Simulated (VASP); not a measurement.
Crystal: BeTe.

```
Be Te
1.0
     4.03305    0.00000    0.00000
    -2.01653    3.49273    0.00000
     0.00000    0.00000    8.75735
Be Te
2 2
Cartesian
  0.0000 2.3285 2.1893
  2.0165 1.1642 6.5680
  2.0165 1.1642 2.1893
  0.0000 2.3285 6.5680
```

```yaml
Program: VASP 6.6.1
Task: relaxation of cell and atoms
Functional: LDA
Potentials_or_basis: VASP PAW LDA potentials, release 64 (Be, Te)
Cutoff: 600 eV
k_mesh: 6 × 6 × 4
Occupations: fermi-dirac, width 0.02 eV
Spin: no spin polarisation
```

At the start: pressure -2.1 GPa; volume 30.84 Å³/atom.

**Question.** How do energy, volume and symmetry change on relaxing?

**Answer.** Over 16 steps the energy falls by 39.3 meV/atom and the volume is 24.21 Å³/atom (-21.5 %); space group P6_3/mmc (No. 194, to 0.05 Å).

The path:
```csv
step,energy change (eV),largest force (eV/Å),pressure (GPa),volume (Å³)
1,0.0000,0.0000,-2.06,123.36
2,-0.0271,0.0000,0.80,116.41
3,-0.0353,0.0000,-0.20,118.59
4,-0.0431,0.0000,-0.22,117.47
5,-0.0668,0.0000,-0.20,114.10
6,-0.1123,0.0000,-0.08,107.35
7,-0.1485,0.0000,1.26,93.78
8,-0.1519,0.0000,0.60,98.06
9,-0.1398,0.0000,-1.67,99.59
10,-0.1559,0.0000,-0.19,98.57
11,-0.1559,0.0000,-0.17,98.56
12,-0.1567,0.0000,-0.15,97.97
13,-0.1572,0.0000,-0.10,97.20
14,-0.1573,0.0000,-0.07,96.92
15,-0.1570,0.0000,0.24,96.58
16,-0.1573,0.0000,0.00,96.84
```

Final structure:
```
Be Te
1.0
     4.00303    0.00000    0.00000
    -2.00152    3.46673    0.00000
     0.00000    0.00000    6.97832
Be Te
2 2
Direct
  0.33333 0.66667 0.25000
  0.66667 0.33333 0.75000
  0.66667 0.33333 0.25000
  0.33333 0.66667 0.75000
```

Caveat: the volume moved by over 15 % at a fixed basis, so the end points are rough.
